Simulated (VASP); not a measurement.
Set up this calculation in VASP 6.6.1, as the native input.

```
Task                   : relaxation of the atoms
Functional             : r2SCAN
Potentials or basis    : VASP PAW PBE potentials, release 64 (Ba_sv, Ti_sv, O)
Cutoff                 : 580 eV
k mesh                 : 6 × 6 × 6
Occupations            : gaussian, width 0.02 eV
Spin                   : no spin polarisation
Hubbard terms          : Ti d U = 4.0 eV
Dipole correction      : no
Further INCAR settings : ALGO = Normal; EDIFF = 1e-07; IBRION = 2; EDIFFG = -0.008; NSW = 60
```

BaTiO3:

```
Ba Ti O
1.0
     2.70920    1.56416    2.21647
    -2.70920    1.56416    2.21647
     0.00000   -3.12831    2.21647
Ba Ti O
1 1 3
Direct
  0.99423 0.99423 0.99423
  0.49423 0.49423 0.49423
  0.49421 0.99422 0.49421
  0.49421 0.49421 0.99422
  0.99422 0.49421 0.49421
```

This cell differs from its parent crystal: equal strain along all axes, cell held: -4.5 %.

These files were run (other wordings do the same):

POSCAR

```
BaTiO3
1.0
    2.7091988951      1.5641567114      2.2164741151
   -2.7091988951      1.5641567114      2.2164741151
    0.0000000000     -3.1283134228      2.2164741150
Ba Ti O
1 1 3
Direct
   -0.0057724704     -0.0057724704     -0.0057724704
    0.4942261982      0.4942261982      0.4942261982
    0.4942132635      0.9942207452      0.4942132635
    0.4942132635      0.4942132635      0.9942207452
    0.9942207452      0.4942132635      0.4942132635
```

INCAR.step1

```
  PREC = Accurate
  ENCUT = 580
  ISMEAR = 0
  SIGMA = 0.02
  LREAL = False
  LASPH = True
  NELM = 200
  LMAXMIX = 4
  LDAU = True
  LDAUTYPE = 2
  LDAUL = -1 2 -1
  LDAUU = 0 4 0
  LDAUJ = 0 0 0
  GGA = PE
  ALGO = Normal
  EDIFF = 1E-5
  LWAVE = True
  LCHARG = False
  GGA_COMPAT = False
  IBRION = 2
  EDIFFG = -0.01
  NELMIN = 4
  NSW = 100
  KPAR = 4
```

INCAR.step2

```
  PREC = Accurate
  ENCUT = 580
  EDIFF = 1E-7
  ISMEAR = 0
  SIGMA = 0.02
  LREAL = False
  LASPH = True
  NELM = 200
  ALGO = Normal
  ISIF = 2
  LWAVE = False
  LCHARG = False
  LMAXMIX = 4
  LDAU = True
  LDAUTYPE = 2
  LDAUL = -1 2 -1
  LDAUU = 0 4 0
  LDAUJ = 0 0 0
  LDAUPRINT = 1
  METAGGA = R2SCAN
  LMIXTAU = True
  IBRION = 2
  NSW = 60
  EDIFFG = -0.008
  ISTART = 1
  GGA_COMPAT = False
  NELMIN = 4
  KPAR = 4
```

KPOINTS

```
regular mesh
0
Gamma
  6 6 6
```

Potentials or basis: VASP PAW PBE potentials, release 64 (Ba_sv, Ti_sv, O).

Launch:

```sh
$ cat potpaw_PBE.64/Ba_sv/POTCAR potpaw_PBE.64/Ti_sv/POTCAR potpaw_PBE.64/O/POTCAR > POTCAR
$ cp INCAR.step1 INCAR
$ mpirun -np 4 vasp_std > vasp.out
$ cp INCAR.step2 INCAR
$ mpirun -np 4 vasp_std > vasp.out
```

Results of the run:

```
Energy gained by relaxing    : 0.0 meV/atom
Ionic steps                  : 2
Pressure after relaxing      : 37.1 GPa
Largest force after relaxing : 0.006 eV/Å
Band gap on the k mesh       : 3.00 eV (least direct gap 3.04 eV)
```

Caveat: the cell differs from its parent crystal (equal strain along all axes, cell held: -4.5 %); the PAW data sets were made with another functional, which shifts forces and pressure a little; spin-orbit coupling is left out, which moves the levels of the heavy elements.

Wall time 3.6 min on 4 MPI ranks on AMD EPYC 7R43 64-Core Processor (Zen 3) (shared host), peak memory 0.17 GiB a rank.
